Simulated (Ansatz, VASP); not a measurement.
## SiC: VASP beside Ansatz

Contents of INCAR:

```
SYSTEM = SiC
PREC = Accurate
ENCUT = 520
EDIFF = 1E-6
ISMEAR = 0
SIGMA = 0.05
LREAL = .False.
LASPH = .True.
NELM = 100
ALGO = Normal
ISIF = 2
LWAVE = .False.
LCHARG = .False.
GGA = PS
NBANDS = 11
```

KPOINTS

```
Automatic mesh
0
Gamma
  12 12 12
  0 0 0
```

File POSCAR:

```
SiC
1.0
    0.0000000000      2.0870400000      2.1740000000
    2.0870400000      0.0000000000      2.1740000000
    2.0870400000      2.0870400000      0.0000000000
Si C
1 1
Direct
    0.0000000000      0.0000000000      0.0000000000
    0.7500000000      0.7500000000      0.7500000000
```

Input for Ansatz:

```yaml
crystal:
  lattice:
    - [0.0, 2.08704, 2.174]
    - [2.08704, 0.0, 2.174]
    - [2.08704, 2.08704, 0.0]
  atoms:
    - { symbol: Si, position: [0.0, 0.0, 0.0] }
    - { symbol: C, position: [0.75, 0.75, 0.75] }
basis:
  ecutwfc: 420
kpoints:
  mp_grid: { grid: [12, 12, 12] }
hamiltonian:
  xc: pbesol
scf:
  occupations: { method: gaussian, width: 0.05 }
output:
  forces: true
  stress: true
  eigenvalues: true
```

Change from the starting cell: strain -0.040 along x and y, +0.000 along z, atoms carried along.

Alike in both runs: task single point; functional PBEsol; k mesh 12 × 12 × 12; occupations gaussian, width 0.05 eV; no spin polarisation.

|  | VASP | Ansatz |
| --- | --- | --- |
| version | VASP 6.6.1 | Ansatz 0.2.0 |
| potentials or method | VASP PAW PBE potentials, release 64 (Si, C), cutoff 520 eV | scalar-relativistic, plane waves, PAW |
| valence electrons in the cell | 8 | 8 |

```csv
,VASP,Ansatz,Ansatz less VASP
gap on the k mesh at the Fermi level (eV),0.92,0.93,+0.011
least direct gap on the mesh (eV),4.48,4.50,+0.012
pressure (GPa),23.3,22.9,-0.44
"traceless stress, the component that is largest in VASP (GPa)",-7.56,-7.56,-0.002
```

VASP's potentials were made for PBE, not for PBEsol.
